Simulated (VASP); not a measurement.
Crystal: NaF.

```
CELL_PARAMETERS angstrom
3.25488 0.00000 0.00000
-1.62744 2.81881 0.00000
0.00000 0.00000 5.69575
ATOMIC_POSITIONS crystal
Na 0.00000 0.00000 0.00000
Na 0.00000 0.00000 0.50000
F 0.33333 0.66667 0.25000
F 0.66667 0.33333 0.75000
```

This cell differs from its parent crystal: atoms taken out.

Base run:

* Program: VASP 6.6.1
* Functional: PBE
* Potentials or basis: VASP PAW PBE potentials, release 64 (Na_pv, F)
* Cutoff: 520 eV
* k mesh: 12 × 12 × 4
* Occupations: gaussian, width 0.02 eV
* Spin: no spin polarisation

Its results: band gap on the k mesh 5.97 eV; pressure -0.2 GPa.

Problem. The run is repeated on the same cell with these changes: functional from PBE to r2SCAN. What comes out?

Solution. Band gap on the k mesh 6.83 eV; pressure -3.9 GPa.

Caveats: the cell stands under tension (at least some runs); the PAW data sets were made with another functional, which shifts forces and pressure a little (at least some runs).

A k mesh can miss the band edges.
